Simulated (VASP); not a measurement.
Input of a VASP 6.6.1 run:

Contents of INCAR:

```
SYSTEM = AlH4
PREC     = Accurate       ! precision mode
ENCUT    = 520            ! plane-wave cutoff, eV
EDIFF    = 1E-7           ! SCF threshold, eV
ISMEAR   = 0              ! smearing method
SIGMA    = 0.1            ! smearing width, eV
LREAL    = .FALSE.        ! projectors in reciprocal space
LASPH    = .TRUE.         ! aspherical terms in the spheres
NELM     = 60             ! most SCF steps
ALGO     = Normal         ! electronic algorithm
ISIF     = 2              ! what is computed and relaxed
LWAVE    = .FALSE.        ! write WAVECAR
LCHARG   = .FALSE.        ! write CHGCAR
GGA      = PE             ! functional
NBANDS   = 12             ! bands
```

File KPOINTS:

```
regular mesh
0
G
  8 8 8
  0 0 0
```

POSCAR

```
AlH4
1.0
   -1.7350769683      1.7350769683      4.2628844133
    1.7350769683     -1.7350769683      4.2628844133
    1.7350769683      1.7350769683     -4.2628844133
Al H
1 4
Direct
    0.0000000000      0.0000000000      0.0000000000
    0.1960046769      0.1960046769      0.0000000000
    0.8039953231      0.8039953231      0.0000000000
    0.5000000000      0.0000000000      0.5000000000
    0.0000000000      0.5000000000      0.5000000000
```

Potentials or basis: VASP PAW PBE potentials, release 64 (Al, H).

Run with:

```bash
$ cat potpaw_PBE.64/Al/POTCAR potpaw_PBE.64/H/POTCAR > POTCAR
$ mpirun -np 1 vasp_std > vasp.out
```

Question: What does it give for the pressure?

Answer: -0.1 GPa.
